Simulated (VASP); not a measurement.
# Cu (I4/mmm) in VASP: further runs

Runs on Cu. Level: PBE. Tasks: single point.

Everything below comes from runs of VASP 6.6.1. Logs are shortened: lines on timing, memory, paths and dates and some standing lists are left out, and cuts for length are marked.

## (1) The cell of the first run

It takes space group I4/mmm (No. 139, tetragonal). Conventional cell: a = 2.863 Å, b = 2.863 Å, c = 2.676 Å, α = 90.00°, β = 90.00°, γ = 90.00°. Cu (site symmetry 4/mmm) has 14 Cu at 2.43 to 2.86 Å within 3.2 Å.

## (2) Single point, PBE (equal strain along all axes, cell held: -3.0 %)

Contents of INCAR:

```
  ALGO = Fast
  EDIFF = 1E-6
  ENCUT = 520
  GGA = PE
  ISIF = 2
  ISMEAR = 0
  LASPH = T
  LCHARG = F
  LREAL = F
  LWAVE = F
  NBANDS = 18
  NELM = 60
  PREC = Accurate
  SIGMA = 0.1
```

Contents of KPOINTS:

```
k-points
0
Gamma
  14 14 16
```

Contents of POSCAR:

```
Cu
1.0
    2.8625299883      0.0000000000      0.0000000000
    0.0000000000      2.8625299883      0.0000000000
    0.0000000000      0.0000000000      2.6763374722
Cu
2
Direct
    0.0000000000      0.0000000000      0.0000000000
    0.5000000000      0.5000000000      0.5000000000
```

Potentials or basis: VASP PAW PBE potentials, release 64 (Cu).

Launch:

```sh
$ cat potpaw_PBE.64/Cu/POTCAR > POTCAR
$ mpirun -np 1 vasp_std > vasp.out
```

OUTCAR:

```text
EDIFF = 1E-6
   ENCUT = 520
   GGA = PE
   ISIF = 2
   ISMEAR = 0
   LASPH = T
   LREAL = F
   NELM = 60
   PREC = Accurate

 ion  position               nearest neighbor table
   1  0.000  0.000  0.000-   2 2.43   2 2.43   2 2.43   2 2.43   2 2.43   2 2.43   2 2.43   2 2.43

   2  0.500  0.500  0.500-   1 2.43   1 2.43   1 2.43   1 2.43   1 2.43   1 2.43   1 2.43   1 2.43

  LATTYP: Found a simple tetragonal cell.
 ALAT       =     2.8625299883
 C/A-ratio  =     0.9349552610

  Lattice vectors:

 A1 = (   2.8625299883,   0.0000000000,   0.0000000000)
 A2 = (   0.0000000000,   2.8625299883,   0.0000000000)
 A3 = (   0.0000000000,   0.0000000000,   2.6763374722)

Analysis of symmetry for initial positions (statically):
=====================================================================
 Subroutine PRICEL returns following result:

  LATTYP: Found a body centered tetragonal cell.
 ALAT       =     2.8625299883
 C/A-ratio  =     0.9349552610

  Lattice vectors:

 A1 = (  -1.4312649941,  -1.4312649941,  -1.3381687361)
 A2 = (   1.4312649941,   1.4312649941,  -1.3381687361)
 A3 = (   1.4312649941,  -1.4312649942,   1.3381687361)

   2 primitive cells build up your supercell.

 Routine SETGRP: Setting up the symmetry group for a
 simple tetragonal supercell.

 Subroutine GETGRP returns: Found 16 space group operations
 (whereof 16 operations were pure point group operations)
 out of a pool of 16 trial point group operations.

The static configuration has the point symmetry D_4h.

Analysis of symmetry for dynamics (positions and initial velocities):
=====================================================================
 Subroutine PRICEL returns following result:

  LATTYP: Found a body centered tetragonal cell.
 ALAT       =     2.8625299883
 C/A-ratio  =     0.9349552610

  Lattice vectors:

 A1 = (  -1.4312649941,  -1.4312649941,  -1.3381687361)
 A2 = (   1.4312649941,   1.4312649941,  -1.3381687361)
 A3 = (   1.4312649941,  -1.4312649942,   1.3381687361)

   2 primitive cells build up your supercell.

 Routine SETGRP: Setting up the symmetry group for a
 simple tetragonal supercell.

 Subroutine GETGRP returns: Found 16 space group operations
 (whereof 16 operations were pure point group operations)
 out of a pool of 16 trial point group operations.

The dynamic configuration has the point symmetry D_4h.

 Subroutine INISYM returns: Found 16 space group operations
 (whereof 16 operations are pure point group operations),
 and found     2 'primitive' translations

----------------------------------------------------------------------------------------

                                     Primitive cell

  volume of cell :      10.9651

  direct lattice vectors                    reciprocal lattice vectors
    -1.431264994 -1.431264994 -1.338168736    -0.000000000 -0.349341318 -0.373644957
     1.431264994  1.431264994 -1.338168736     0.349341318  0.000000000 -0.373644957
     1.431264994 -1.431264994  1.338168736     0.349341318 -0.349341318  0.000000000

  length of vectors
     2.426465440  2.426465440  2.426465440     0.511517263  0.511517263  0.494043230

  position of ions in fractional coordinates (direct lattice)
     0.000000000  0.000000000  0.000000000

  ion indices of the primitive-cell ions
   primitive index   ion index
                 1           1

----------------------------------------------------------------------------------------

 KPOINTS: k-points

Automatic generation of k-mesh.
 Grid dimensions read from file:
 generate k-points for:   14   14   16

 Generating k-lattice:

  Cartesian coordinates                     Fractional coordinates (reciprocal lattice)
     0.024952951  0.000000000  0.000000000     0.071428571  0.000000000  0.000000000
     0.000000000  0.024952951  0.000000000     0.000000000  0.071428571  0.000000000
     0.000000000  0.000000000  0.023352810     0.000000000  0.000000000  0.062500000

  Length of vectors
     0.024952951  0.024952951  0.023352810

  Shift w.r.t. Gamma in fractional coordinates (k-lattice)
     0.000000000  0.000000000  0.000000000

 Subroutine IBZKPT returns following result:
 ===========================================

 Found    324 irreducible k-points:

 Following reciprocal coordinates:
            Coordinates               Weight
  0.000000  0.000000  0.000000      1.000000
  0.071429  0.000000  0.000000      4.000000
  0.142857  0.000000  0.000000      4.000000
  0.214286  0.000000  0.000000      4.000000
  0.285714  0.000000  0.000000      4.000000
  0.357143  0.000000  0.000000      4.000000
[... 16 lines left out ...]
  0.285714  0.214286  0.000000      8.000000
  0.357143  0.214286  0.000000      8.000000
 [... further k-points ...]
   k-points           NKPTS =    324   k-points in BZ     NKDIM =    324   number of bands    NBANDS=     18
   number of dos      NEDOS =    301   number of ions     NIONS =      2
   total plane-waves  NPLWV =  11520
   dimension x,y,z NGX =    24 NGY =   24 NGZ =   20
   dimension x,y,z NGXF=    48 NGYF=   48 NGZF=   40
   ions per type =               2
   NGX,Y,Z   is equivalent  to a cutoff of  13.94, 13.94, 12.42 a.u.
   NGXF,Y,Z  is equivalent  to a cutoff of  27.88, 27.88, 24.85 a.u.
 SYSTEM =  unknown system
   PREC   = accura    normal or accurate (medium, high low for compatibility)
   ISTART =      0    job   : 0-new  1-cont  2-samecut
   ICHARG =      2    charge: 1-file 2-atom 10-const
   ISPIN  =      1    spin polarized calculation?
   LNONCOLLINEAR =      F non collinear calculations
   LSORBIT =      F    spin-orbit coupling
   LASPH  =      T    aspherical Exc in radial PAW
   ENCUT  =  520.0 eV  38.22 Ry    6.18 a.u.   5.32  5.32  4.98*2*pi/ulx,y,z
   NELM   =     60;   NELMIN=  2; NELMDL= -5     # of ELM steps
   EDIFF  = 0.1E-05   stopping-criterion for ELM
   LREAL  =      F    real-space projection
   EDIFFG = 0.1E-04   stopping-criterion for IOM
   NSW    =      0    number of steps for IOM
   IBRION =     -1    ionic relax: 0-MD 1-quasi-New 2-CG
   NFREE  =      0    steps in history (QN), initial steepest desc. (CG)
   ISIF   =      2    stress and relaxation
   ISYM   =      2    0-nonsym 1-usesym 2-fastsym
   POTIM  = 0.5000    time-step for ionic-motion
   TEBEG  =    0.0;   TEEND  =   0.0 temperature during run
   PSTRESS=    0.0 pullay stress
   NELECT =      22.0000    total number of electrons
   NUPDOWN=      -1.0000    fix difference up-down
   EMIN   =  10.00;   EMAX   =-10.00  energy-range for DOS
   EFERMI =   0.00;   METHOD = LEGACY
   ISMEAR =     0;   SIGMA  =   0.10  broadening in eV -4-tet -1-fermi 0-gaus
   EFERMI_NEDOS =   21; number of points for ismear=-14 and -15
   IALGO  =     68    algorithm
   IMIX   =      4    mixing-type and parameters
     AMIX     =   0.40;   BMIX     =  1.00
     AMIX_MAG =   1.60;   BMIX_MAG =  1.00
  volume/ion in A,a.u.               =      10.97        74.00
  Fermi-wavevector in a.u.,A,eV,Ry     =   1.638836  3.096950 36.542287  2.685782
  Thomas-Fermi vector in A             =   2.729742
   LORBIT       =      0    0 simple, 1 ext, 2 COOP (PROOUT), +10 PAW based schemes
   GGA     = PE    functional components
   LHFCALC =     F    Hartree Fock is set to
   AEXX    =    0.0000 exact exchange contribution
   IVDW    =     0    specifies the selected vdW correction
   LEPSILON=     F    determine dielectric tensor
   LRPA    =     F    only Hartree local field effects (RPA)
 non-spin polarized calculation
 RMM-DIIS sequential band-by-band and
 Gauss-broadening in eV      SIGMA  =   0.10
  energy-cutoff  :      520.00
  volume of cell :       21.93
 maximum number of plane-waves:       614
 NGX is ok and might be reduce to    24
   NGX = 11   NGY = 11   NGZ =  9

 number of electron      22.0000007 magnetization

 Free energy of the ion-electron system (eV)
  ---------------------------------------------------
  ext. energy  EPLUGINS =         0.00000000
  ---------------------------------------------------
  free energy    TOTEN  =        -7.28492662 eV

  energy without entropy =       -7.28201391  energy(sigma->0) =       -7.28347027

 E-fermi :   8.5677     XC(G=0): -13.1640

 val. band max:        8.5657432068   @ k =   0.4286   0.1429   0.4375
 cond. band min:       8.5946854415   @ k =   0.4286   0.0000   0.4375
 fundamental gap:      0.0289422346
 Fermi energy:         8.5677155960

 k-point     1 :       0.0000    0.0000    0.0000
  band No.  band energies     occupation
      1      -1.3832      2.00000
      2       3.4324      2.00000
      3       3.5025      2.00000
      4       5.0091      2.00000
      5       5.3075      2.00000
      6       5.3075      2.00000
[... 10 lines left out ...]
     17      26.4366      0.00000
     18      33.5858      0.00000

 k-point     2 :       0.0714    0.0000    0.0000
  band No.  band energies     occupation
      1      -1.2839      2.00000
      2       3.4630      2.00000
      3       3.5329      2.00000
      4       5.0125      2.00000
      5       5.3102      2.00000
      6       5.3275      2.00000
[... 10 lines left out ...]
     17      26.6230      0.00000
     18      32.7836      0.00000

 k-point     3 :       0.1429    0.0000    0.0000
  band No.  band energies     occupation
      1      -0.9886      2.00000
      2       3.5419      2.00000
      3       3.6266      2.00000
      4       5.0246      2.00000
      5       5.3202      2.00000
      6       5.3863      2.00000
[... 10 lines left out ...]
     17      27.4788      0.00000
     18      31.2439      0.00000

 k-point     4 :       0.2143    0.0000    0.0000
  band No.  band energies     occupation
      1      -0.5057      2.00000
      2       3.6322      2.00000
      3       3.7877      2.00000
      4       5.0509      2.00000
      5       5.3423      2.00000
      6       5.4813      2.00000
[... 375 lines left out ...]
      4       5.0059      2.00000
      5       5.0462      2.00000
      6       5.9073      2.00000
[... 10 lines left out ...]
     17      28.1472      0.00000
     18      31.1574      0.00000

 k-point    23 :       0.2857    0.2143    0.0000
  band No.  band energies     occupation
      1       0.9104      2.00000
      2       3.8175      2.00000
      3       4.2333      2.00000
      4       4.9930      2.00000
      5       5.0152      2.00000
      6       5.6581      2.00000
[... 10 lines left out ...]
     17      29.3466      0.00000
     18      30.3918      0.00000

 k-point    24 :       0.3571    0.2143    0.0000
  band No.  band energies     occupation
      1       1.6052      2.00000
      2       3.6951      2.00000
      3       4.4752      2.00000
      4       4.9826      2.00000
      5       5.0383      2.00000
      6       5.4340      2.00000
[... 10 lines left out ...]
     17      29.3725      0.00000
     18      29.4487      0.00000

 [... further k-points ...]

------------------------ aborting loop because EDIFF is reached ----------------------------------------

  FORCE on cell =-STRESS in cart. coord.  units (eV):
  Direction    XX          YY          ZZ          XY          YZ          ZX
  --------------------------------------------------------------------------------------
  -------------------------------------------------------------------------------------
  Total        2.2885331      2.2885331      2.3548306      0.0000000      0.0000000      0.0000000
  in kB      167.1963584    167.1963584    172.0399446      0.0000000      0.0000000      0.0000000
  external PRESSURE =     168.8108872 kB  Pullay stress =       0.0000000 kB

 VOLUME and BASIS-vectors are now :
 -----------------------------------------------------------------------------
  energy-cutoff  :      520.00
  volume of cell :       21.93
      direct lattice vectors                 reciprocal lattice vectors
     2.862529988  0.000000000  0.000000000     0.349341318  0.000000000  0.000000000
     0.000000000  2.862529988  0.000000000     0.000000000  0.349341318  0.000000000
     0.000000000  0.000000000  2.676337472     0.000000000  0.000000000  0.373644957

 POSITION                                       TOTAL-FORCE (eV/Angst)
 -----------------------------------------------------------------------------------
      0.00000      0.00000      0.00000         0.000000      0.000000      0.000000
      1.43126      1.43126      1.33817        -0.000000     -0.000000     -0.000000
 -----------------------------------------------------------------------------------
    total drift:                                0.000000      0.000000     -0.000000

  FREE ENERGIE OF THE ION-ELECTRON SYSTEM (eV)
  ---------------------------------------------------
  free  energy   TOTEN  =        -7.2849266193 eV

  energy  without entropy=       -7.2820139138  energy(sigma->0) =       -7.28347027
```

It took 57 s on 1 thread of Intel Xeon Platinum 8488C (Sapphire Rapids), shared host; peak memory 0.21 GiB.

Results:

| Property | Result |
| --- | --- |
| Free energy | -7.2849 eV |
| Pressure | 16.9 GPa |
| Band gap on the k mesh | zero (band 11 reaches 15.04 eV, above the bottom of band 12 at 7.02 eV) |

Stress tensor (GPa, compression positive):
```
16.72  0.00  0.00
 0.00 16.72  0.00
 0.00  0.00 17.20
```

Caveat: the cell differs from its parent crystal (equal strain along all axes, cell held: -3.0 %).

[end of part 1 of 2]
